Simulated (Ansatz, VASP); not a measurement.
Na4H in VASP and in Ansatz

```
CELL_PARAMETERS angstrom
7.26651 0.00000 0.00000
-2.42217 6.85093 0.00000
0.00000 0.00000 20.96654
ATOMIC_POSITIONS crystal
Na 0.25000 0.25000 0.19078
Na 0.25000 0.75000 0.19078
Na 0.75000 0.25000 0.19078
Na 0.75000 0.75000 0.19078
Na 0.00000 0.00000 0.33227
Na 0.00000 0.50000 0.33227
Na 0.50000 0.00000 0.33227
Na 0.50000 0.50000 0.33227
H 0.01288 0.33333 0.36899
H 0.32045 0.33333 0.36899
```

Alike in both runs: task single point; functional PBE; k mesh 4 × 4 × 1; occupations gaussian, width 0.1 eV; no spin polarisation.

```csv
,VASP,Ansatz
version,VASP 6.6.1,Ansatz 0.2.0
potentials or method,"VASP PAW PBE potentials, release 64 (Na_pv, H), cutoff 400 eV","scalar-relativistic, plane waves, PAW"
valence electrons in the cell,58,74
```

Ansatz gave:

```
gap on the k mesh at the Fermi level (eV) : none
rms of the force components (eV/Å)        : 1.323
```

Problem. Which values does VASP return?

Solution. gap on the k mesh at the Fermi level (eV): none; rms of the force components (eV/Å): 1.342.

Atom by atom the forces differ by 0.020 eV/Å (rms over components). A gap of «none» marks a metal or a gap that the smearing closes. VASP's potentials hold 58 valence electrons a cell and Ansatz's 74, so a difference there can come from the potentials and not from the codes.
